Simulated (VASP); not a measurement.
# TaN (I4/mmm) in VASP: notebook, part 2 of 2

VASP 6.6.1. Earlier steps stand in the parts before.

### Step 4. Single point, r2SCAN (strain +0.025 along x and y, -0.025 along z)

The input, POSCAR:

```
TaN
1.0
    0.0000000000      2.2334750000      2.1245250000
    2.2334750000      0.0000000000      2.1245250000
    2.2334750000      2.2334750000      0.0000000000
Ta N
1 1
Direct
    0.5000000000      0.5000000000      0.5000000000
    0.0000000000      0.0000000000      0.0000000000
```

The input, INCAR.step1:

```
SYSTEM = TaN
  ALGO = Normal
  EDIFF = 1E-4
  ENCUT = 520
  GGA = PE
  ISMEAR = 0
  LASPH = .TRUE.
  LCHARG = .FALSE.
  LREAL = .FALSE.
  LWAVE = .TRUE.
  NBANDS = 15
  NELM = 80
  PREC = Accurate
  SIGMA = 0.15
```

The input, INCAR.step2:

```
SYSTEM = TaN
  ALGO = Normal
  EDIFF = 1E-6
  ENCUT = 520
  ISIF = 2
  ISMEAR = 0
  ISTART = 1
  LASPH = .TRUE.
  LCHARG = .FALSE.
  LMIXTAU = .TRUE.
  LREAL = .FALSE.
  LWAVE = .FALSE.
  METAGGA = R2SCAN
  NBANDS = 15
  NELM = 80
  PREC = Accurate
  SIGMA = 0.15
```

The input, KPOINTS:

```
k-points
0
G
  18 18 18
  0 0 0
```

Potentials or basis: VASP PAW PBE potentials, release 64 (Ta_pv, N).

Started as:

```sh
> cat potpaw_PBE.64/Ta_pv/POTCAR potpaw_PBE.64/N/POTCAR > POTCAR
> cp INCAR.step1 INCAR
> mpirun -np 1 vasp_std > vasp.out
> cp INCAR.step2 INCAR
> mpirun -np 1 vasp_std > vasp.out
```

OUTCAR:

```text
SYSTEM = TaN
   EDIFF = 1E-6
   ENCUT = 520
   ISIF = 2
   ISMEAR = 0
   ISTART = 1
   LASPH = .TRUE.
   LREAL = .FALSE.
   METAGGA = R2SCAN
   NELM = 80
   PREC = Accurate

 ion  position               nearest neighbor table
   1  0.500  0.500  0.500-   2 2.12   2 2.12   2 2.23   2 2.23   2 2.23   2 2.23
   2  0.000  0.000  0.000-   1 2.12   1 2.12   1 2.23   1 2.23   1 2.23   1 2.23

  LATTYP: Found a body centered tetragonal cell.
 ALAT       =     3.1586106362
 C/A-ratio  =     1.3452275349

  Lattice vectors:

[... 620 lines left out ...]

  FORCE on cell =-STRESS in cart. coord.  units (eV):
  Direction    XX          YY          ZZ          XY          YZ          ZX
  --------------------------------------------------------------------------------------
  -------------------------------------------------------------------------------------
  Total       -0.8424133     -0.8424133      3.6229762      0.0000000     -0.0000000     -0.0000000
  in kB      -63.6768787    -63.6768787    273.8558561      0.0000000     -0.0000000     -0.0000000
  external PRESSURE =      48.8340329 kB  Pullay stress =       0.0000000 kB

 VOLUME and BASIS-vectors are now :
 -----------------------------------------------------------------------------
  energy-cutoff  :      520.00
  volume of cell :       21.20
      direct lattice vectors                 reciprocal lattice vectors
     0.000000000  2.233475000  2.124525000    -0.223866397  0.223866397  0.235346725
     2.233475000  0.000000000  2.124525000     0.223866397 -0.223866397  0.235346725
     2.233475000  2.233475000  0.000000000     0.223866397  0.223866397 -0.235346725

 POSITION                                       TOTAL-FORCE (eV/Angst)
 -----------------------------------------------------------------------------------
      2.23347      2.23347      2.12453         0.000000      0.000000      0.000000
      0.00000      0.00000      0.00000         0.000000      0.000000      0.000000
 -----------------------------------------------------------------------------------
    total drift:                                0.000000     -0.000000      0.000000

  FREE ENERGIE OF THE ION-ELECTRON SYSTEM (eV)
  ---------------------------------------------------
  free  energy   TOTEN  =       -59.5580702536 eV

  energy  without entropy=      -59.5492569238  energy(sigma->0) =      -59.55366359
```

OUTCAR.step1:

```text
SYSTEM = TaN
   EDIFF = 1E-4
   ENCUT = 520
   GGA = PE
   ISMEAR = 0
   LASPH = .TRUE.
   LREAL = .FALSE.
[... 653 lines left out ...]
      2.23347      2.23347      2.12453        -0.000000      0.000000      0.000000
      0.00000      0.00000      0.00000         0.000000     -0.000000      0.000000
 -----------------------------------------------------------------------------------
    total drift:                                0.000000     -0.000000     -0.000000

  FREE ENERGIE OF THE ION-ELECTRON SYSTEM (eV)
  ---------------------------------------------------
  free  energy   TOTEN  =       -21.7515301593 eV

  energy  without entropy=      -21.7422315372  energy(sigma->0) =      -21.74688085
```

Wall time 8 min (1 thread of Intel Xeon 8259CL, shared host); peak memory 0.28 GiB.

Results:

```yaml
Free_energy: -59.5581 eV
Pressure: 4.9 GPa
Band_gap_on_the_k_mesh: zero (bands 8 and 9 overlap by 4.04 eV)
```

Stress tensor (GPa, compression positive):
```
-6.37  0.00  0.00
 0.00 -6.37  0.00
 0.00  0.00 27.39
```

Levels at points of the mesh, in eV from the Fermi level:
```csv
k point,band 4,band 5,band 6,band 7,band 8,band 9,band 10,band 11,band 12,band 13
"(0.00, 0.00, 0.00)",-20.06,-4.24,-4.24,-4.01,-2.36,-2.36,-1.76,-0.21,-0.06,2.39
"(0.50, 0.00, 0.00)",-17.00,-10.87,-8.07,-8.05,1.68,2.18,2.19,4.06,7.23,8.30
"(0.50, 0.50, 0.00)",-18.82,-6.72,-5.72,-5.19,-5.19,2.28,3.56,3.56,4.87,7.68
"(0.50, 0.00, 0.50)",-18.86,-7.27,-5.59,-5.02,-4.82,2.03,3.22,3.85,4.84,7.45
```

Caveat: the cell differs from its parent crystal (strain +0.025 along x and y, -0.025 along z); the stress differs along the axes, from -6 to 27 GPa; the PAW data sets were made with another functional, which shifts forces and pressure a little; spin-orbit coupling is left out, which moves the levels of the heavy elements.

### Step 5. Single point, r2SCAN (strain +0.050 along x and y, -0.050 along z)

The input, POSCAR:

```
TaN
1.0
    0.0000000000      2.2879500000      2.0700500000
    2.2879500000      0.0000000000      2.0700500000
    2.2879500000      2.2879500000      0.0000000000
Ta N
1 1
Direct
    0.5000000000      0.5000000000      0.5000000000
    0.0000000000      0.0000000000      0.0000000000
```

The input, INCAR.step1:

```
SYSTEM = TaN
PREC = Accurate
ENCUT = 520
ISMEAR = 0
SIGMA = 0.15
LREAL = .FALSE.
LASPH = .TRUE.
NELM = 100
NBANDS = 15
GGA = PE
ALGO = Normal
EDIFF = 1E-4
LWAVE = .TRUE.
LCHARG = .FALSE.
```

The input, INCAR.step2:

```
SYSTEM = TaN
PREC = Accurate
ENCUT = 520
EDIFF = 1E-6
ISMEAR = 0
SIGMA = 0.15
LREAL = .FALSE.
LASPH = .TRUE.
NELM = 100
ALGO = Normal
ISIF = 2
LWAVE = .FALSE.
LCHARG = .FALSE.
METAGGA = R2SCAN
LMIXTAU = .TRUE.
NBANDS = 15
ISTART = 1
```

The input, KPOINTS:

```
Automatic mesh
0
G
  18 18 18
  0 0 0
```

Started as:

```sh
> cat potpaw_PBE.64/Ta_pv/POTCAR potpaw_PBE.64/N/POTCAR > POTCAR
> cp INCAR.step1 INCAR
> mpirun -np 1 vasp_std > vasp.out
> cp INCAR.step2 INCAR
> mpirun -np 1 vasp_std > vasp.out
```

Run time: 7.9 min. Hardware: 1 thread of Intel Xeon 8259CL, shared host; peak memory 0.28 GiB.

Results (log left out):

```yaml
Free_energy: -59.3550 eV
Pressure: 3.7 GPa
Band_gap_on_the_k_mesh: zero (bands 8 and 9 overlap by 3.92 eV)
```

Stress tensor (GPa, compression positive):
```
-16.93   0.00   0.00
  0.00 -16.93   0.00
  0.00   0.00  45.03
```

Levels at points of the mesh, in eV from the Fermi level:
```tsv
k point	band 4	band 5	band 6	band 7	band 8	band 9	band 10	band 11	band 12	band 13
(0.00, 0.00, 0.00)	-19.89	-4.22	-4.22	-3.75	-2.39	-2.39	-1.26	-0.76	-0.51	3.45
(0.50, 0.00, 0.00)	-16.87	-10.67	-8.00	-7.93	1.40	2.42	2.48	3.92	6.47	8.10
(0.50, 0.50, 0.00)	-18.66	-6.23	-5.61	-5.27	-5.27	2.34	3.44	3.44	4.77	7.93
(0.50, 0.00, 0.50)	-18.74	-7.34	-5.32	-4.93	-4.51	1.57	2.84	3.94	4.90	7.53
```

Caveat: the cell differs from its parent crystal (strain +0.050 along x and y, -0.050 along z); the stress differs along the axes, from -17 to 45 GPa; the PAW data sets were made with another functional, which shifts forces and pressure a little; spin-orbit coupling is left out, which moves the levels of the heavy elements.

### Step 6. Overview

```tsv
cell	gap on the mesh (eV)	pressure (GPa)
a = 3.006, b = 3.006, c = 3.082 Å, angles 59.2, 59.2, 61.7°, 2 atoms	none	37.6
a = 3.045, b = 3.045, c = 3.159 Å, angles 58.8, 58.8, 62.5°, 2 atoms	none	18.2
a = 3.083, b = 3.083, c = 3.159 Å, angles 59.2, 59.2, 61.6°, 2 atoms	none	4.9
a = 3.085, b = 3.085, c = 3.236 Å, angles 58.4, 58.4, 63.2°, 2 atoms	none	3.7
```

Alike in all rows: task single point; level r2SCAN; potentials or basis VASP PAW PBE potentials, release 64 (Ta_pv, N); no spin polarisation; k mesh 18 × 18 × 18; cutoff (eV) 520; smearing gaussian 0.15 eV.

Caveats: the PAW data sets were made with another functional, which shifts forces and pressure a little; spin-orbit coupling is left out, which moves the levels of the heavy elements; the stress differs along the axes, from 21 to 70 GPa (at least some runs); the stress differs along the axes, from -1 to 57 GPa (at least some runs); the stress differs along the axes, from -6 to 27 GPa (at least some runs); the stress differs along the axes, from -17 to 45 GPa (at least some runs).

Absolute energies hang on the potentials; compare differences alone.
